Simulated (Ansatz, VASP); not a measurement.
Al in VASP and in Ansatz

```xyz
1
Lattice="0.0000 2.0071 2.0071 2.0071 0.0000 2.0071 2.0071 2.0071 0.0000" Properties=species:S:1:pos:R:3 pbc="T T T"
Al    0.0000    0.0000    0.0000
```

Alike in both runs: functional PBEsol; k mesh 34 × 34 × 34; occupations gaussian, width 0.1 eV; no spin polarisation.

Ansatz relaxed the structure, and its values are those at the end. VASP's run is a single point on that final structure, the one shown.

|  | VASP | Ansatz |
| --- | --- | --- |
| version | VASP 6.6.1 | Ansatz 0.2.0 |
| potentials or method | VASP PAW PBE potentials, release 64 (Al) | scalar-relativistic, plane waves, PAW |
| plane-wave cutoff (eV) | 520 | 420 |
| valence electrons in the cell | 3 | 3 |

|  | VASP | Ansatz | Ansatz less VASP |
| --- | --- | --- | --- |
| gap on the k mesh at the Fermi level (eV) | none | none | - |
| pressure (GPa) | 0.1 | 0.0 | -0.06 |

VASP's potentials were made for PBE, not for PBEsol. A gap of «none» marks a metal or a gap that the smearing closes.
